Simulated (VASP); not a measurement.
# B (Im-3m) in VASP: single point with PBEsol

Aim: the single point of B with PBEsol.

Program: VASP 6.6.1. These are calculated values, not measurements. Logs are shortened: lines on timing, memory, paths and dates and some standing lists are left out, and cuts for length are marked.

## (1) The cell of the first run

The structure is cubic, space group Im-3m (No. 229). The conventional cell has a = 2.630 Å, b = 2.630 Å, c = 2.630 Å, α = 90.00°, β = 90.00°, γ = 90.00°. B (site symmetry m-3m) has 14 B at 2.28 to 2.63 Å within 3.0 Å.

This isn't the form of B at room conditions, which is rhombohedral.

## (2) Single point, PBEsol (Al replaced by B, lengths x 0.817, strained)

The input, INCAR:

```
PREC     = Accurate       # precision mode
ENCUT    = 520            # plane-wave cutoff, eV
EDIFF    = 1E-7           # SCF threshold, eV
ISMEAR   = 0              # smearing method
SIGMA    = 0.1            # smearing width, eV
LREAL    = False          # projectors in reciprocal space
LASPH    = True           # aspherical terms in the spheres
NELM     = 100            # most SCF steps
ALGO     = Normal         # electronic algorithm
ISIF     = 2              # what is computed and relaxed
LWAVE    = False          # write WAVECAR
LCHARG   = True           # write CHGCAR
GGA      = PS             # functional
LELF     = True           # ELF
LVHAR    = True         
NBANDS   = 8              # bands
```

The input, KPOINTS:

```
Automatic mesh
0
Gamma
  22 22 22
```

The input, POSCAR:

```
B
1.0
   -1.3151402484      1.3151402484      1.3151402484
    1.3151402484     -1.3151402484      1.3151402484
    1.3151402484      1.3151402484     -1.3151402484
B
1
Direct
    0.0000000000      0.0000000000      0.0000000000
```

Potentials or basis: VASP PAW PBE potentials, release 64 (B).

Launch:

```sh
$ cat potpaw_PBE.64/B/POTCAR > POTCAR
$ mpirun -np 1 vasp_std > vasp.out
```

OUTCAR:

```text
PREC = Accurate
   ENCUT = 520
   EDIFF = 1E-7
   ISMEAR = 0
   LREAL = False
   LASPH = True
   NELM = 100
   ISIF = 2
   GGA = PS

 ion  position               nearest neighbor table
   1  0.000  0.000  0.000-

  LATTYP: Found a body centered cubic cell.
 ALAT       =     2.6302804968

  Lattice vectors:

 A1 = (  -1.3151402484,   1.3151402484,   1.3151402484)
 A2 = (   1.3151402484,  -1.3151402484,   1.3151402484)
 A3 = (   1.3151402484,   1.3151402484,  -1.3151402484)

Analysis of symmetry for initial positions (statically):
=====================================================================
 Subroutine PRICEL returns:
 Original cell was already a primitive cell.

 Routine SETGRP: Setting up the symmetry group for a
 body centered cubic supercell.

 Subroutine GETGRP returns: Found 48 space group operations
 (whereof 48 operations were pure point group operations)
 out of a pool of 48 trial point group operations.

The static configuration has the point symmetry O_h .

Analysis of symmetry for dynamics (positions and initial velocities):
=====================================================================
 Subroutine PRICEL returns:
 Original cell was already a primitive cell.

 Routine SETGRP: Setting up the symmetry group for a
 body centered cubic supercell.

 Subroutine GETGRP returns: Found 48 space group operations
 (whereof 48 operations were pure point group operations)
 out of a pool of 48 trial point group operations.

The dynamic configuration has the point symmetry O_h .

 Subroutine INISYM returns: Found 48 space group operations
 (whereof 48 operations are pure point group operations),
 and found     1 'primitive' translations

----------------------------------------------------------------------------------------

                                     Primitive cell

  volume of cell :       9.0986

  direct lattice vectors                    reciprocal lattice vectors
    -1.315140248  1.315140248  1.315140248     0.000000000  0.380187589  0.380187589
     1.315140248 -1.315140248  1.315140248     0.380187589  0.000000000  0.380187589
     1.315140248  1.315140248 -1.315140248     0.380187589  0.380187589  0.000000000

  length of vectors
     2.277889729  2.277889729  2.277889729     0.537666444  0.537666444  0.537666444

  position of ions in fractional coordinates (direct lattice)
     0.000000000  0.000000000  0.000000000

  ion indices of the primitive-cell ions
   primitive index   ion index
                 1           1

----------------------------------------------------------------------------------------

 KPOINTS: Automatic mesh

Automatic generation of k-mesh.
 Grid dimensions read from file:
 generate k-points for:   22   22   22

 Generating k-lattice:

  Cartesian coordinates                     Fractional coordinates (reciprocal lattice)
     0.000000000  0.017281254  0.017281254     0.045454545  0.000000000  0.000000000
     0.017281254  0.000000000  0.017281254     0.000000000  0.045454545  0.000000000
     0.017281254  0.017281254  0.000000000     0.000000000  0.000000000  0.045454545

  Length of vectors
     0.024439384  0.024439384  0.024439384

  Shift w.r.t. Gamma in fractional coordinates (k-lattice)
     0.000000000  0.000000000  0.000000000

 Subroutine IBZKPT returns following result:
 ===========================================

 Found    328 irreducible k-points:

 Following reciprocal coordinates:
            Coordinates               Weight
  0.000000  0.000000  0.000000      1.000000
  0.045455  0.000000  0.000000     12.000000
  0.090909  0.000000  0.000000     12.000000
  0.136364  0.000000  0.000000     12.000000
  0.181818  0.000000  0.000000     12.000000
  0.227273  0.000000  0.000000     12.000000
[... 16 lines left out ...]
  0.090909  0.090909  0.000000     24.000000
  0.136364  0.090909 -0.000000     48.000000
 [... further k-points ...]
   k-points           NKPTS =    328   k-points in BZ     NKDIM =    328   number of bands    NBANDS=      8
   number of dos      NEDOS =    301   number of ions     NIONS =      1
   total plane-waves  NPLWV =   5832
   dimension x,y,z NGX =    18 NGY =   18 NGZ =   18
   dimension x,y,z NGXF=    36 NGYF=   36 NGZF=   36
   ions per type =               1
   NGX,Y,Z   is equivalent  to a cutoff of  13.14, 13.14, 13.14 a.u.
   NGXF,Y,Z  is equivalent  to a cutoff of  26.27, 26.27, 26.27 a.u.
 SYSTEM =  unknown system
   PREC   = accura    normal or accurate (medium, high low for compatibility)
   ISTART =      0    job   : 0-new  1-cont  2-samecut
   ICHARG =      2    charge: 1-file 2-atom 10-const
   ISPIN  =      1    spin polarized calculation?
   LNONCOLLINEAR =      F non collinear calculations
   LSORBIT =      F    spin-orbit coupling
   LASPH  =      T    aspherical Exc in radial PAW
   ENCUT  =  520.0 eV  38.22 Ry    6.18 a.u.   4.24  4.24  4.24*2*pi/ulx,y,z
   NELM   =    100;   NELMIN=  2; NELMDL= -5     # of ELM steps
   EDIFF  = 0.1E-06   stopping-criterion for ELM
   LREAL  =      F    real-space projection
   EDIFFG = 0.1E-05   stopping-criterion for IOM
   NSW    =      0    number of steps for IOM
   IBRION =     -1    ionic relax: 0-MD 1-quasi-New 2-CG
   NFREE  =      0    steps in history (QN), initial steepest desc. (CG)
   ISIF   =      2    stress and relaxation
   ISYM   =      2    0-nonsym 1-usesym 2-fastsym
   POTIM  = 0.5000    time-step for ionic-motion
   TEBEG  =    0.0;   TEEND  =   0.0 temperature during run
   PSTRESS=    0.0 pullay stress
   NELECT =       3.0000    total number of electrons
   NUPDOWN=      -1.0000    fix difference up-down
   EMIN   =  10.00;   EMAX   =-10.00  energy-range for DOS
   EFERMI =   0.00;   METHOD = LEGACY
   ISMEAR =     0;   SIGMA  =   0.10  broadening in eV -4-tet -1-fermi 0-gaus
   EFERMI_NEDOS =   21; number of points for ismear=-14 and -15
   IALGO  =     38    algorithm
   IMIX   =      4    mixing-type and parameters
     AMIX     =   0.40;   BMIX     =  1.00
     AMIX_MAG =   1.60;   BMIX_MAG =  1.00
  volume/ion in A,a.u.               =       9.10        61.40
  Fermi-wavevector in a.u.,A,eV,Ry     =   1.130984  2.137250 17.403554  1.279125
  Thomas-Fermi vector in A             =   2.267682
   LORBIT       =      0    0 simple, 1 ext, 2 COOP (PROOUT), +10 PAW based schemes
   GGA     = PS    functional components
   LHFCALC =     F    Hartree Fock is set to
   AEXX    =    0.0000 exact exchange contribution
   IVDW    =     0    specifies the selected vdW correction
   LEPSILON=     F    determine dielectric tensor
   LRPA    =     F    only Hartree local field effects (RPA)
 non-spin polarized calculation
 Gauss-broadening in eV      SIGMA  =   0.10
  energy-cutoff  :      520.00
  volume of cell :        9.10
 maximum number of plane-waves:       253
 NGX is ok and might be reduce to    18
   NGX =  9   NGY =  9   NGZ =  9

 number of electron       3.0000000 magnetization

 Free energy of the ion-electron system (eV)
  ---------------------------------------------------
  ext. energy  EPLUGINS =         0.00000000
  ---------------------------------------------------
  free energy    TOTEN  =        -4.86206575 eV

  energy without entropy =       -4.86013825  energy(sigma->0) =       -4.86110200

 E-fermi :   5.4841     XC(G=0): -11.3149

 val. band max:        5.4752400659   @ k =   0.2727   0.2727   0.0000
 cond. band min:       5.5015268617   @ k =  -0.3182  -0.4545   0.0909
 fundamental gap:      0.0262867958
 Fermi energy:         5.4841185888

 k-point     1 :       0.0000    0.0000    0.0000
  band No.  band energies     occupation
      1      -8.6966      2.00000
      2      16.6160      0.00000
      3      16.6160      0.00000
      4      16.6160      0.00000
      5      32.9298      0.00000
      6      32.9298      0.00000
      7      32.9298      0.00000
      8      36.0999      0.00000

 k-point     2 :       0.0455    0.0000    0.0000
  band No.  band energies     occupation
      1      -8.6212      2.00000
      2      16.3985      0.00000
      3      16.4720      0.00000
      4      16.5834      0.00000
      5      32.2891      0.00000
      6      32.3011      0.00000
      7      33.2388      0.00000
      8      34.9563      0.00000

 k-point     3 :       0.0909    0.0000    0.0000
  band No.  band energies     occupation
      1      -8.3951      2.00000
      2      15.7467      0.00000
      3      16.0748      0.00000
      4      16.4878      0.00000
      5      30.5951      0.00000
      6      31.0197      0.00000
      7      34.1325      0.00000
      8      34.5941      0.00000

 k-point     4 :       0.1364    0.0000    0.0000
  band No.  band energies     occupation
      1      -8.0185      2.00000
      2      14.6748      0.00000
      3      15.5058      0.00000
      4      16.3344      0.00000
      5      28.8969      0.00000
      6      29.6824      0.00000
      7      34.0091      0.00000
      8      35.4244      0.00000

 k-point     5 :       0.1818    0.0000    0.0000
  band No.  band energies     occupation
      1      -7.4919      2.00000
      2      13.2359      0.00000
      3      14.8539      0.00000
      4      16.1338      0.00000
      5      27.5650      0.00000
      6      28.4362      0.00000
      7      33.7109      0.00000
      8      36.2579      0.00000
[... 177 lines left out ...]
 k-point    22 :       0.4545    0.0455    0.0000
  band No.  band energies     occupation
      1      -0.7502      2.00000
      2       1.6916      2.00000
      3      11.8271      0.00000
      4      14.6761      0.00000
      5      24.5302      0.00000
      6      25.2073      0.00000
      7      36.5372      0.00000
      8      37.1375      0.00000

 k-point    23 :       0.0909    0.0909    0.0000
  band No.  band energies     occupation
      1      -7.7926      2.00000
      2      14.2845      0.00000
      3      15.1443      0.00000
      4      15.9916      0.00000
      5      28.4178      0.00000
      6      29.0793      0.00000
      7      33.5758      0.00000
      8      35.8343      0.00000

 k-point    24 :       0.1364    0.0909   -0.0000
  band No.  band energies     occupation
      1      -7.2663      2.00000
      2      13.1230      0.00000
      3      14.2887      0.00000
      4      15.6902      0.00000
      5      27.4330      0.00000
      6      28.2009      0.00000
      7      33.5634      0.00000
      8      36.7667      0.00000

 [... further k-points ...]

------------------------ aborting loop because EDIFF is reached ----------------------------------------

  FORCE on cell =-STRESS in cart. coord.  units (eV):
  Direction    XX          YY          ZZ          XY          YZ          ZX
  --------------------------------------------------------------------------------------
  -------------------------------------------------------------------------------------
  Total       -2.2473335     -2.2473335     -2.2473335      0.0000000      0.0000000      0.0000000
  in kB     -395.7326743   -395.7326743   -395.7326743      0.0000000      0.0000000      0.0000000
  external PRESSURE =    -395.7326743 kB  Pullay stress =       0.0000000 kB

 VOLUME and BASIS-vectors are now :
 -----------------------------------------------------------------------------
  energy-cutoff  :      520.00
  volume of cell :        9.10
      direct lattice vectors                 reciprocal lattice vectors
    -1.315140248  1.315140248  1.315140248     0.000000000  0.380187589  0.380187589
     1.315140248 -1.315140248  1.315140248     0.380187589  0.000000000  0.380187589
     1.315140248  1.315140248 -1.315140248     0.380187589  0.380187589  0.000000000

 POSITION                                       TOTAL-FORCE (eV/Angst)
 -----------------------------------------------------------------------------------
      0.00000      0.00000      0.00000         0.000000     -0.000000      0.000000
 -----------------------------------------------------------------------------------
    total drift:                                0.000000      0.000000      0.000000

  FREE ENERGIE OF THE ION-ELECTRON SYSTEM (eV)
  ---------------------------------------------------
  free  energy   TOTEN  =        -4.8620657531 eV

  energy  without entropy=       -4.8601382546  energy(sigma->0) =       -4.86110200
```

It took 7.7 s on 1 thread of Intel Xeon 6975P-C (Granite Rapids), shared host; peak memory 0.12 GiB.

What came out:

| Property | Result |
| --- | --- |
| Free energy | -4.8621 eV |
| Pressure | -39.6 GPa |
| Band gap on the k mesh | zero (an odd number of electrons rules out a gap without spin polarisation) |

Caveat: the cell differs from its parent crystal (Al replaced by B, lengths x 0.817, strained); the cell stands under tension; the PAW data sets were made with another functional, which shifts forces and pressure a little.
